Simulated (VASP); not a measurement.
# LiBe (P1) in VASP: single point with PBE

Aim: the single point of LiBe with PBE.

Program: VASP 6.6.1. These are calculated values, not measurements. Logs are shortened: lines on timing, memory, paths and dates and some standing lists are left out, and cuts for length are marked.

### Step 1. The cell of the first run

The typed cell holds 4 atoms: a = 2.266 Å, b = 3.776 Å, c = 6.125 Å, α = 90.01°, β = 123.05°, γ = 89.87°.

The cell was generated, and may not be a known phase.

### Step 2. Single point, PBE

INCAR

```
  PREC = Accurate
  ENCUT = 520
  EDIFF = 1E-7
  ISMEAR = 0
  SIGMA = 0.1
  LREAL = False
  LASPH = True
  NELM = 100
  ALGO = Normal
  ISIF = 2
  LWAVE = False
  LCHARG = True
  GGA = PE
  LELF = True
  LVHAR = True
  NBANDS = 13
```

KPOINTS

```
regular mesh
0
Gamma
  6 6 4
```

POSCAR

```
LiBe
1.0
    2.1974701237     -0.3622606257     -0.4168422783
    0.4333184369      3.6355473542     -0.9225981111
   -2.1293946326      1.6487971021      5.5013588242
Li Be
2 2
Direct
    0.6058126316     -0.0621418546     -0.1018994838
    0.7051357920      0.4366795271      0.1854133713
    0.5619308554      0.4380205526      0.6260458312
    0.7560641601      0.9367943359      0.4576370104
```

Potentials or basis: VASP PAW PBE potentials, release 64 (Li_sv, Be).

Command:

```sh
$ cat potpaw_PBE.64/Li_sv/POTCAR potpaw_PBE.64/Be/POTCAR > POTCAR
$ mpirun -np 1 vasp_std > vasp.out
```

OUTCAR:

```text
PREC = Accurate
   ENCUT = 520
   EDIFF = 1E-7
   ISMEAR = 0
   LREAL = False
   LASPH = True
   NELM = 100
   ISIF = 2
   GGA = PE

 ion  position               nearest neighbor table
   1  0.606  0.938  0.898-   4 2.31   3 2.48   3 2.48   2 2.50   2 2.51
   2  0.705  0.437  0.185-   3 2.31   4 2.48   4 2.48   1 2.50   1 2.51
   3  0.562  0.438  0.626-   4 2.30   4 2.31   2 2.31   1 2.48   1 2.48
   4  0.756  0.937  0.458-   3 2.30   1 2.31   3 2.31   2 2.48   2 2.48

  LATTYP: Found a triclinic cell.
 ALAT       =     2.2658034316
 B/A-ratio  =     2.3259387927
 C/A-ratio  =     1.6663990145
 COS(alpha) =     0.0017872569
 COS(beta)  =     0.0023105087
 COS(gamma) =     0.2259394841

  Lattice vectors:

 A1 = (  -2.1974701237,   0.3622606257,   0.4168422783)
 A2 = (  -2.2655456148,  -0.9242758507,  -4.6676742676)
 A3 = (  -0.4333184369,  -3.6355473542,   0.9225981111)

Analysis of symmetry for initial positions (statically):
=====================================================================
 Subroutine PRICEL returns:
 Original cell was already a primitive cell.

 Routine SETGRP: Setting up the symmetry group for a
 triclinic supercell.

 Subroutine GETGRP returns: Found  1 space group operations
 (whereof  1 operations were pure point group operations)
 out of a pool of  2 trial point group operations.

The static configuration has the point symmetry C_1 .

Analysis of symmetry for dynamics (positions and initial velocities):
=====================================================================
 Subroutine PRICEL returns:
 Original cell was already a primitive cell.

 Routine SETGRP: Setting up the symmetry group for a
 triclinic supercell.

 Subroutine GETGRP returns: Found  1 space group operations
 (whereof  1 operations were pure point group operations)
 out of a pool of  2 trial point group operations.

The dynamic configuration has the point symmetry C_1 .

 Subroutine INISYM returns: Found  1 space group operations
 (whereof  1 operations are pure point group operations),
 and found     1 'primitive' translations

----------------------------------------------------------------------------------------

                                     Primitive cell

  volume of cell :      43.9202

  direct lattice vectors                    reciprocal lattice vectors
     2.197470124 -0.362260626 -0.416842278     0.490016486 -0.009546055  0.192530249
     0.433318437  3.635547354 -0.922598111     0.029727483  0.255040894 -0.064931075
    -2.129394633  1.648797102  5.501358824     0.042114342  0.042047984  0.185472261

  length of vectors
     2.265803432  3.775732605  6.125177736     0.526569255  0.264850194  0.194786063

  position of ions in fractional coordinates (direct lattice)
     0.605812632  0.937858145  0.898100516
     0.705135792  0.436679527  0.185413371
     0.561930855  0.438020553  0.626045831
     0.756064160  0.936794336  0.457637010

  ion indices of the primitive-cell ions
   primitive index   ion index
                 1           1
                 2           2
                 3           3
                 4           4

----------------------------------------------------------------------------------------

 KPOINTS: regular mesh

Automatic generation of k-mesh.
 Grid dimensions read from file:
 generate k-points for:    6    6    4

 Generating k-lattice:

  Cartesian coordinates                     Fractional coordinates (reciprocal lattice)
     0.081669414 -0.001591009  0.032088375     0.166666667 -0.000000000 -0.000000000
     0.004954581  0.042506816 -0.010821846    -0.000000000  0.166666667  0.000000000
     0.010528586  0.010511996  0.046368065    -0.000000000  0.000000000  0.250000000

  Length of vectors
     0.087761542  0.044141699  0.048696516

  Shift w.r.t. Gamma in fractional coordinates (k-lattice)
     0.000000000  0.000000000  0.000000000

 Subroutine IBZKPT returns following result:
 ===========================================

 Found     76 irreducible k-points:

 Following reciprocal coordinates:
            Coordinates               Weight
  0.000000  0.000000  0.000000      1.000000
  0.166667  0.000000 -0.000000      2.000000
  0.333333 -0.000000  0.000000      2.000000
  0.500000  0.000000 -0.000000      1.000000
  0.000000  0.166667 -0.000000      2.000000
  0.166667  0.166667 -0.000000      2.000000
[... 16 lines left out ...]
  0.333333  0.000000  0.250000      2.000000
  0.500000  0.000000  0.250000      2.000000
 [... further k-points ...]
   k-points           NKPTS =     76   k-points in BZ     NKDIM =     76   number of bands    NBANDS=     13
   number of dos      NEDOS =    301   number of ions     NIONS =      4
   total plane-waves  NPLWV =  24192
   dimension x,y,z NGX =    18 NGY =   28 NGZ =   48
   dimension x,y,z NGXF=    36 NGYF=   56 NGZF=   96
   ions per type =               2   2
   NGX,Y,Z   is equivalent  to a cutoff of  13.21, 12.33, 13.03 a.u.
   NGXF,Y,Z  is equivalent  to a cutoff of  26.41, 24.66, 26.06 a.u.
 SYSTEM =  unknown system
   PREC   = accura    normal or accurate (medium, high low for compatibility)
   ISTART =      0    job   : 0-new  1-cont  2-samecut
   ICHARG =      2    charge: 1-file 2-atom 10-const
   ISPIN  =      1    spin polarized calculation?
   LNONCOLLINEAR =      F non collinear calculations
   LSORBIT =      F    spin-orbit coupling
   LASPH  =      T    aspherical Exc in radial PAW
   ENCUT  =  520.0 eV  38.22 Ry    6.18 a.u.   4.21  7.02 11.39*2*pi/ulx,y,z
   NELM   =    100;   NELMIN=  2; NELMDL= -5     # of ELM steps
   EDIFF  = 0.1E-06   stopping-criterion for ELM
   LREAL  =      F    real-space projection
   EDIFFG = 0.1E-05   stopping-criterion for IOM
   NSW    =      0    number of steps for IOM
   IBRION =     -1    ionic relax: 0-MD 1-quasi-New 2-CG
   NFREE  =      0    steps in history (QN), initial steepest desc. (CG)
   ISIF   =      2    stress and relaxation
   ISYM   =      2    0-nonsym 1-usesym 2-fastsym
   POTIM  = 0.5000    time-step for ionic-motion
   TEBEG  =    0.0;   TEEND  =   0.0 temperature during run
   PSTRESS=    0.0 pullay stress
   NELECT =      10.0000    total number of electrons
   NUPDOWN=      -1.0000    fix difference up-down
   EMIN   =  10.00;   EMAX   =-10.00  energy-range for DOS
   EFERMI =   0.00;   METHOD = LEGACY
   ISMEAR =     0;   SIGMA  =   0.10  broadening in eV -4-tet -1-fermi 0-gaus
   EFERMI_NEDOS =   21; number of points for ismear=-14 and -15
   IALGO  =     38    algorithm
   IMIX   =      4    mixing-type and parameters
     AMIX     =   0.40;   BMIX     =  1.00
     AMIX_MAG =   1.60;   BMIX_MAG =  1.00
  volume/ion in A,a.u.               =      10.98        74.10
  Fermi-wavevector in a.u.,A,eV,Ry     =   0.999662  1.889088 13.596641  0.999325
  Thomas-Fermi vector in A             =   2.131967
   LORBIT       =      0    0 simple, 1 ext, 2 COOP (PROOUT), +10 PAW based schemes
   GGA     = PE    functional components
   LHFCALC =     F    Hartree Fock is set to
   AEXX    =    0.0000 exact exchange contribution
   IVDW    =     0    specifies the selected vdW correction
   LEPSILON=     F    determine dielectric tensor
   LRPA    =     F    only Hartree local field effects (RPA)
 non-spin polarized calculation
 Gauss-broadening in eV      SIGMA  =   0.10
  energy-cutoff  :      520.00
  volume of cell :       43.92
 maximum number of plane-waves:      1198
 NGX is ok and might be reduce to    18
   NGX =  9   NGY = 15   NGZ = 23

 number of electron      10.0000005 magnetization

 Free energy of the ion-electron system (eV)
  ---------------------------------------------------
  ext. energy  EPLUGINS =         0.00000000
  ---------------------------------------------------
  free energy    TOTEN  =       -10.72665760 eV

  energy without entropy =      -10.72317049  energy(sigma->0) =      -10.72491404

 E-fermi :   3.4520     XC(G=0):  -9.0912

 val. band max:        3.4286885430   @ k =   0.3333   0.1667   0.2500
 cond. band min:       3.4943010128   @ k =  -0.3333   0.1667   0.2500
 fundamental gap:      0.0656124698
 Fermi energy:         3.4520430054

 k-point     1 :       0.0000    0.0000    0.0000
  band No.  band energies     occupation
      1     -42.6953      2.00000
      2     -42.6300      2.00000
      3      -4.1008      2.00000
      4       0.5864      2.00000
      5       1.5174      2.00000
      6       2.0473      2.00000
      7       6.8854      0.00000
      8       8.5497      0.00000
      9       8.9802      0.00000
     10      10.9263      0.00000
     11      13.4897      0.00000
     12      14.7258      0.00000
     13      17.0362      0.00000

 k-point     2 :       0.1667    0.0000   -0.0000
  band No.  band energies     occupation
      1     -42.6617      2.00000
      2     -42.6028      2.00000
      3      -3.4384      2.00000
      4       0.1894      2.00000
      5       2.9954      2.00000
      6       3.8360      0.00000
      7       7.0189      0.00000
      8       7.4565      0.00000
      9       9.3751      0.00000
     10      12.1029      0.00000
     11      12.3287      0.00000
     12      13.6251      0.00000
     13      14.6483      0.00000

 k-point     3 :       0.3333   -0.0000    0.0000
  band No.  band energies     occupation
      1     -42.5933      2.00000
      2     -42.5492      2.00000
      3      -1.5558      2.00000
      4       1.2861      2.00000
      5       4.8638      0.00000
      6       5.5320      0.00000
      7       8.3056      0.00000
      8       8.4096      0.00000
      9       8.8905      0.00000
     10       9.4731      0.00000
     11      12.1711      0.00000
     12      13.1410      0.00000
     13      13.9334      0.00000
[... 305 lines left out ...]
 k-point    23 :       0.3333    0.0000    0.2500
  band No.  band energies     occupation
      1     -42.5933      2.00000
      2     -42.5491      2.00000
      3      -1.6560      2.00000
      4       1.7222      2.00000
      5       4.9774      0.00000
      6       5.3488      0.00000
      7       5.9571      0.00000
      8       9.5879      0.00000
      9       9.8278      0.00000
     10      10.4521      0.00000
     11      11.4008      0.00000
     12      13.4986      0.00000
     13      14.0726      0.00000

 k-point    24 :       0.5000    0.0000    0.2500
  band No.  band energies     occupation
      1     -42.5579      2.00000
      2     -42.5230      2.00000
      3       1.1014      2.00000
      4       1.2790      2.00000
      5       3.6876      0.00087
      6       6.4019      0.00000
      7       8.5322      0.00000
      8       8.8118      0.00000
      9       9.4118      0.00000
     10      11.0602      0.00000
     11      12.2031      0.00000
     12      12.5488      0.00000
     13      12.7351      0.00000

 [... further k-points ...]

------------------------ aborting loop because EDIFF is reached ----------------------------------------

  FORCE on cell =-STRESS in cart. coord.  units (eV):
  Direction    XX          YY          ZZ          XY          YZ          ZX
  --------------------------------------------------------------------------------------
  -------------------------------------------------------------------------------------
  Total        0.0096799      0.0703966      0.0652307     -0.0112455     -0.0169958     -0.0215165
  in kB        0.3531166      2.5680179      2.3795672     -0.4102269     -0.6199934     -0.7849074
  external PRESSURE =       1.7669006 kB  Pullay stress =       0.0000000 kB

 VOLUME and BASIS-vectors are now :
 -----------------------------------------------------------------------------
  energy-cutoff  :      520.00
  volume of cell :       43.92
      direct lattice vectors                 reciprocal lattice vectors
     2.197470124 -0.362260626 -0.416842278     0.490016486 -0.009546055  0.192530249
     0.433318437  3.635547354 -0.922598111     0.029727483  0.255040894 -0.064931075
    -2.129394633  1.648797102  5.501358824     0.042114342  0.042047984  0.185472261

 POSITION                                       TOTAL-FORCE (eV/Angst)
 -----------------------------------------------------------------------------------
     -0.17476      4.67095      3.82298         0.004179     -0.006124      0.007301
      1.34392      1.63784      0.32322         0.001796      0.008451     -0.004013
      0.09153      2.42110      2.80575        -0.003396     -0.011921      0.001549
      1.09287      3.88642      1.33818        -0.002580      0.009594     -0.004837
 -----------------------------------------------------------------------------------
    total drift:                               -0.000268      0.000128      0.000171

  FREE ENERGIE OF THE ION-ELECTRON SYSTEM (eV)
  ---------------------------------------------------
  free  energy   TOTEN  =       -10.7266576021 eV

  energy  without entropy=      -10.7231704860  energy(sigma->0) =      -10.72491404
```

Wall time 60 s (1 thread of Oxide Virtual Turin-like, shared host); peak memory 0.14 GiB.

What came out:

```yaml
Free_energy: -10.7267 eV
Largest_force: 0.012 eV/Å
Band_gap_on_the_k_mesh: zero (bands 5 and 6 overlap by 4.78 eV)
```

Forces in eV/Å, atoms in the order of the input:
```
Li   0.004 -0.006  0.007
Li   0.002  0.008 -0.004
Be  -0.003 -0.012  0.002
Be  -0.003  0.010 -0.005
```

Caveat: the k points lie up to 0.46 Å⁻¹ apart, too coarse for converged energies and pressures of a metal; the cutoff is under 1.25 times the usual one of these potentials, so pressure, stress and relaxed cells hold a basis-set (Pulay) error.

The gap in the log of VASP goes by the Fermi energy; the results here count the filled bands.